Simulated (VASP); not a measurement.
# AlSi23HO48 (a cell with a defect) in VASP: a series of runs, part 2 of 2

VASP 6.6.1.

### Step 4. Single point, PBE

The input, INCAR:

```
SYSTEM = AlSi23HO48
PREC = Accurate
ENCUT = 520
EDIFF = 1E-6
ISMEAR = 0
SIGMA = 0.02
LREAL = Auto
LASPH = .TRUE.
NELM = 100
ALGO = Normal
ISIF = 2
LWAVE = .FALSE.
LCHARG = .FALSE.
GGA = PE
NBANDS = 234
```

The input, KPOINTS:

```
Automatic mesh
0
G
  1 1 1
  0 0 0
```

The input, POSCAR:

```
AlSi23HO48
1.0
    9.8316000000      0.0000000000      0.0000000000
   -4.9158000000      8.5144150000      0.0000000000
    0.0000000000      0.0000000000     10.8182000000
Si O Al H
23 48 1 1
Direct
    0.2665240000      0.0059135000      0.1655480000
    0.0047801000      0.2668430000      0.3336890000
    0.2385990000      0.2405240000      0.9993619200
    0.2643930000      0.9914680000      0.6636310000
    0.9894460000      0.2647620000      0.8359160000
    0.2293890000      0.2223500000      0.5039390000
    0.2727950000      0.5039720000      0.1701260000
    0.0007480400      0.7714690000      0.3320030000
    0.2399190000      0.7394080000      0.0036103000
    0.0005861100      0.7613600000      0.8352580000
    0.2367220000      0.7327650000      0.4952940000
    0.7737470000      0.0013135000      0.1675400000
    0.4994380000      0.2689920000      0.3361520000
    0.7231280000      0.2276360000      0.0052600000
    0.7672260000      0.0003560100      0.6682640000
    0.4965340000      0.2621350000      0.8323230000
    0.7339230000      0.2294280000      0.4977480000
    0.7650270000      0.5009460000      0.1701520000
    0.5060110000      0.7694440000      0.3373120000
    0.7350110000      0.7342260000      0.0017393000
    0.7695000000      0.4946490000      0.6683140000
    0.5049940000      0.7715690000      0.8364450000
    0.7366290000      0.7353900000      0.5035120000
    0.0669300000      0.1970330000      0.4418620000
    0.3005170000      0.3678670000      0.1107810000
    0.1415150000      0.4331920000      0.2788680000
    0.2055230000      0.0726220000      0.0529050000
    0.3638220000      0.2956960000      0.3956590000
    0.4304760000      0.1432870000      0.2228400000
    0.0774410000      0.2214290000      0.9403120000
    0.2816500000      0.3345550000      0.6226230000
    0.1127490000      0.4436080000      0.7736440000
    0.2025460000      0.0517640000      0.5480320000
    0.3666400000      0.3006510000      0.8886370000
    0.4259760000      0.1307370000      0.7237120000
    0.0744250000      0.7148220000      0.4404160000
    0.2990230000      0.8705150000      0.1122040000
    0.1321980000      0.9367910000      0.2719290000
    0.2122820000      0.5747800000      0.0606630000
    0.3722160000      0.8059320000      0.3878360000
    0.4380460000      0.6385040000      0.2276310000
    0.0725450000      0.7073100000      0.9477570000
    0.2961460000      0.8548910000      0.6125940000
    0.1305640000      0.9238230000      0.7720150000
    0.2046780000      0.5650810000      0.5413850000
    0.3666500000      0.8003610000      0.8916470000
    0.4446260000      0.6419540000      0.7304500000
    0.5694620000      0.2032300000      0.4422660000
    0.7877240000      0.3607110000      0.1128000000
    0.6375250000      0.4354250000      0.2820770000
    0.7013660000      0.0652280000      0.0614060000
    0.8647800000      0.2916250000      0.3887050000
    0.9390500000      0.1430300000      0.2186820000
    0.5593170000      0.1980150000      0.9456520000
    0.7972430000      0.3592890000      0.6087090000
    0.6382200000      0.4247080000      0.7766210000
    0.7041580000      0.0647460000      0.5563510000
    0.8528310000      0.2900690000      0.8935630000
    0.9329220000      0.1411050000      0.7233450000
    0.5690300000      0.7046840000      0.4500810000
    0.8090660000      0.8707120000      0.1071580000
    0.6493380000      0.9307470000      0.2810300000
    0.7023520000      0.5687240000      0.0603190000
    0.8621690000      0.7960110000      0.3902950000
    0.9317650000      0.6379980000      0.2237340000
    0.5714880000      0.7153310000      0.9525590000
    0.7999120000      0.8658140000      0.6135890000
    0.6435860000      0.9394650000      0.7823920000
    0.7160940000      0.5738100000      0.5617710000
    0.8581930000      0.7836980000      0.8863920000
    0.9385760000      0.6183740000      0.7325650000
    0.2790850000      0.5026830000      0.6579390000
    0.0455946200      0.5165282700      0.7549558200
```

Potentials or basis: VASP PAW PBE potentials, release 64 (Si, O, Al, H).

Started as:

```bash
cat potpaw_PBE.64/Si/POTCAR potpaw_PBE.64/O/POTCAR potpaw_PBE.64/Al/POTCAR potpaw_PBE.64/H/POTCAR > POTCAR
mpirun -np 1 vasp_gam > vasp.out
```

OUTCAR:

```text
SYSTEM = AlSi23HO48
   PREC = Accurate
   ENCUT = 520
   EDIFF = 1E-6
   ISMEAR = 0
   LREAL = Auto
   LASPH = .TRUE.
   NELM = 100
   ISIF = 2
   GGA = PE

 ion  position               nearest neighbor table
   1  0.267  0.006  0.166-  29 1.62  37 1.62  38 1.62  27 1.63   3 3.04   9 3.05   8 3.06  13 3.07

   2  0.005  0.267  0.334-  24 1.62  26 1.62  52 1.63  53 1.63  12 3.05   7 3.06  17 3.07   6 3.07

[... 616 lines left out ...]
  Total       10.0753566     15.6188313     16.8299647      3.2715987      1.9423258     -0.7020588
  in kB       17.8253057     27.6328128     29.7755483      5.7881075      3.4363599     -1.2420814
  external PRESSURE =      25.0778889 kB  Pullay stress =       0.0000000 kB

 VOLUME and BASIS-vectors are now :
 -----------------------------------------------------------------------------
  energy-cutoff  :      520.00
  volume of cell :      905.60
      direct lattice vectors                 reciprocal lattice vectors
     9.831600000  0.000000000  0.000000000     0.101712844  0.058723941  0.000000000
    -4.915800000  8.514415000  0.000000000     0.000000000  0.117447881  0.000000000
     0.000000000  0.000000000 10.818200000     0.000000000  0.000000000  0.092436819

 POSITION                                       TOTAL-FORCE (eV/Angst)
 -----------------------------------------------------------------------------------
      2.59129      0.05035      1.79093         0.007749      0.018068     -0.014963
     -1.26475      2.27201      3.60991         0.015531      0.021677      0.000744
      1.16344      2.04792     10.81130        -0.125749      0.022799     -0.055340
     -2.27445      8.44177      7.17929         0.049155      0.074678     -0.050001
      8.42632      2.25429      9.04311         0.084151      0.626485     -0.281163
      1.16223      1.89318      5.45171        -0.042929      0.037802      0.018538
[... 65 lines left out ...]
      0.27276      4.28005      7.11772        -0.327340     -0.109316      0.291600
     -2.09088      4.39794      8.16726         2.951515     -1.923094      0.574503
 -----------------------------------------------------------------------------------
    total drift:                                0.009058      0.011831      0.004455

  FREE ENERGIE OF THE ION-ELECTRON SYSTEM (eV)
  ---------------------------------------------------
  free  energy   TOTEN  =      -569.7408486759 eV

  energy  without entropy=     -569.7408486759  energy(sigma->0) =     -569.74084868
```

Wall time 12 min (1 thread of Intel Xeon Platinum 8259CL at 2.50GHz (Skylake/Cascade Lake), shared host); peak memory 0.98 GiB.

Results:

| Quantity | Value |
| --- | --- |
| Free energy | -569.7408 eV |
| Pressure | 2.5 GPa |
| Largest force | 3.588 eV/Å |
| Band gap on the k mesh | 5.36 eV |

Forces on the atoms (eV/Å):
```
Si   0.008  0.018 -0.015
Si   0.016  0.022  0.001
Si  -0.126  0.023 -0.055
Si   0.049  0.075 -0.050
Si   0.084  0.626 -0.281
Si  -0.043  0.038  0.019
Si   0.000 -0.014 -0.031
Si   0.000  0.022 -0.025
Si   0.110 -0.058  0.005
Si  -0.006  0.425  0.402
Si   0.063 -0.047 -0.023
Si  -0.003  0.030 -0.015
Si  -0.021  0.002 -0.012
Si   0.073 -0.002 -0.063
Si   0.056  0.096  0.067
Si  -0.065 -0.043  0.066
Si   0.028 -0.068 -0.044
Si   0.028 -0.034  0.001
Si  -0.007  0.002 -0.012
Si  -0.088 -0.023  0.058
Si  -0.339 -0.403 -0.243
Si  -0.040 -0.019 -0.028
Si  -0.074  0.059 -0.035
O    0.006  0.000 -0.010
O    0.000  0.004  0.013
O    0.000 -0.011  0.003
O    0.031 -0.023  0.022
O    0.008 -0.014 -0.002
O   -0.002  0.007  0.009
O    0.092 -0.073  0.108
O    0.063 -0.019 -0.040
O   -3.016  1.844 -0.617
O    0.017 -0.030  0.015
O    0.055 -0.011 -0.012
O   -0.017 -0.006  0.000
O   -0.017  0.011  0.015
O   -0.026 -0.008 -0.013
O    0.006 -0.019  0.002
O   -0.002  0.032  0.030
O   -0.014  0.010  0.007
O    0.000  0.021  0.019
O   -0.098 -0.001 -0.115
O   -0.032 -0.005  0.013
O   -0.029 -0.110 -0.005
O   -0.007  0.045 -0.079
O   -0.019  0.012  0.022
O    0.054  0.033 -0.027
O    0.009  0.023  0.013
O   -0.029  0.021  0.018
O    0.009  0.002 -0.002
O    0.014 -0.019  0.029
O   -0.019 -0.008  0.018
O   -0.008  0.003  0.010
O   -0.030  0.020 -0.027
O   -0.040  0.109  0.056
O    0.105  0.102 -0.056
O   -0.015  0.017 -0.015
O   -0.174 -0.077  0.127
O   -0.055 -0.179 -0.069
O    0.020  0.002  0.007
O    0.011 -0.023 -0.026
O    0.005 -0.016  0.000
O    0.015  0.018 -0.017
O    0.001 -0.023  0.019
O   -0.008  0.012  0.011
O    0.032  0.014  0.005
O    0.023 -0.060 -0.023
O   -0.006 -0.019  0.006
O    0.097  0.003  0.102
O    0.097 -0.061 -0.106
O    0.566 -0.246  0.009
Al  -0.327 -0.109  0.292
H    2.952 -1.923  0.575
```

Stress tensor (GPa, compression positive):
```
 1.78  0.58 -0.12
 0.58  2.76  0.34
-0.12  0.34  2.98
```

Levels at points of the mesh, in eV from the valence-band top:
| k point | band 190 | band 191 | band 192 | band 193 | band 194 | band 195 |
| --- | --- | --- | --- | --- | --- | --- |
| (0.00, 0.00, 0.00) | -0.13 | -0.08 | 0.00 | 5.36 | 6.64 | 7.49 |

Caveat: the k points lie up to 0.74 Å⁻¹ apart.

### Step 5. Single point, PBE

The input, INCAR:

```
PREC = Accurate ; ENCUT = 520
EDIFF = 1E-6 ; ISMEAR = 0
SIGMA = 0.02 ; LREAL = Auto
LASPH = T ; NELM = 100
ALGO = Normal ; ISIF = 2
LWAVE = F ; LCHARG = T
GGA = PE ; LELF = T
LVHAR = T ; NBANDS = 234
```

The input, KPOINTS:

```
Automatic mesh
0
Gamma
  1 1 1
```

Changes to POSCAR since step 4:

```diff
@@ -80,2 +80,2 @@
     0.2790850000      0.5026830000      0.6579390000
-    0.0455946200      0.5165282700      0.7549558200
+    0.0389346800      0.5237600300      0.7531024500
```

Started as:

```bash
cat potpaw_PBE.64/Si/POTCAR potpaw_PBE.64/O/POTCAR potpaw_PBE.64/Al/POTCAR potpaw_PBE.64/H/POTCAR > POTCAR
mpirun -np 1 vasp_gam > vasp.out
```

Run time: 11 min. Hardware: 1 thread of Intel Xeon Platinum 8259CL at 2.50GHz (Skylake/Cascade Lake), shared host; peak memory 0.98 GiB.

Results (log left out):

| Property | Result |
| --- | --- |
| Free energy | -569.3198 eV |
| Pressure | 2.4 GPa |
| Largest force | 3.486 eV/Å |
| Band gap on the k mesh | 5.18 eV |

Forces on the atoms (eV/Å):
```
Si   0.006  0.030 -0.022
Si   0.033  0.024  0.003
Si  -0.204  0.039 -0.089
Si   0.082  0.119 -0.100
Si   0.165  1.039 -0.469
Si  -0.065  0.081  0.054
Si  -0.008 -0.023 -0.050
Si   0.006  0.032 -0.042
Si   0.192 -0.092  0.002
Si   0.006  0.748  0.717
Si   0.121 -0.098 -0.029
Si  -0.013  0.052 -0.023
Si  -0.038 -0.002 -0.020
Si   0.127  0.002 -0.106
Si   0.077  0.163  0.117
Si  -0.105 -0.087  0.117
Si   0.052 -0.107 -0.075
Si   0.039 -0.054  0.004
Si  -0.017 -0.002 -0.021
Si  -0.153 -0.032  0.111
Si  -0.595 -0.723 -0.433
Si  -0.064 -0.053 -0.067
Si  -0.125  0.119 -0.069
O    0.003 -0.007 -0.021
O    0.009  0.008  0.025
O   -0.003 -0.012  0.006
O    0.045 -0.040  0.032
O    0.023 -0.017 -0.013
O    0.001  0.007  0.012
O    0.147 -0.136  0.188
O    0.116 -0.055 -0.092
O   -2.960  1.741 -0.598
O    0.027 -0.056  0.027
O    0.096 -0.012 -0.026
O   -0.018 -0.007 -0.001
O   -0.036  0.011  0.025
O   -0.037 -0.011 -0.017
O    0.003 -0.027  0.009
O   -0.010  0.050  0.043
O   -0.016  0.022  0.004
O    0.006  0.028  0.026
O   -0.178 -0.009 -0.196
O   -0.055  0.004  0.031
O   -0.063 -0.195  0.002
O   -0.029  0.103 -0.151
O   -0.036  0.028  0.037
O    0.102  0.081 -0.023
O    0.016  0.029  0.024
O   -0.042  0.036  0.032
O    0.011  0.008  0.001
O    0.013 -0.032  0.044
O   -0.035 -0.005  0.028
O   -0.011 -0.003  0.014
O   -0.049  0.027 -0.039
O   -0.067  0.198  0.107
O    0.174  0.187 -0.093
O   -0.029  0.025 -0.027
O   -0.280 -0.120  0.199
O   -0.086 -0.297 -0.112
O    0.041 -0.002  0.016
O    0.025 -0.038 -0.041
O    0.007 -0.020  0.004
O    0.019  0.029 -0.032
O    0.000 -0.033  0.031
O   -0.010  0.016  0.013
O    0.062  0.016  0.017
O    0.046 -0.098 -0.037
O   -0.010 -0.025  0.007
O    0.165 -0.003  0.177
O    0.171 -0.099 -0.195
O    1.039 -0.456  0.011
Al  -0.541 -0.187  0.482
H    2.715 -1.824  0.530
```

Stress tensor (GPa, compression positive):
```
 1.63  0.68 -0.11
 0.68  2.72  0.44
-0.11  0.44  2.99
```

Levels at points of the mesh, in eV from the valence-band top:
```tsv
k point	band 190	band 191	band 192	band 193	band 194	band 195
(0.00, 0.00, 0.00)	-0.13	-0.08	0.00	5.18	6.22	7.46
```

Caveat: the k points lie up to 0.74 Å⁻¹ apart.

### Step 6. Overview

```tsv
cell	gap on the mesh (eV)	pressure (GPa)	largest force (eV/Å)
as given, atomic positions A	5.51	2.7	1.25
as given, atomic positions B	5.46	2.6	2.88
as given, atomic positions C	5.36	2.5	3.59
as given, atomic positions D	5.18	2.4	3.49
```

Alike in all rows: task single point; level PBE; potentials or basis VASP PAW PBE potentials, release 64 (Si, O, Al, H); no spin polarisation; k mesh 1 × 1 × 1; cutoff (eV) 520; smearing gaussian 0.02 eV.

Caveats: all runs use coarse meshes.

Total energies depend on the potentials used, so only differences within one code and one set of settings carry meaning.
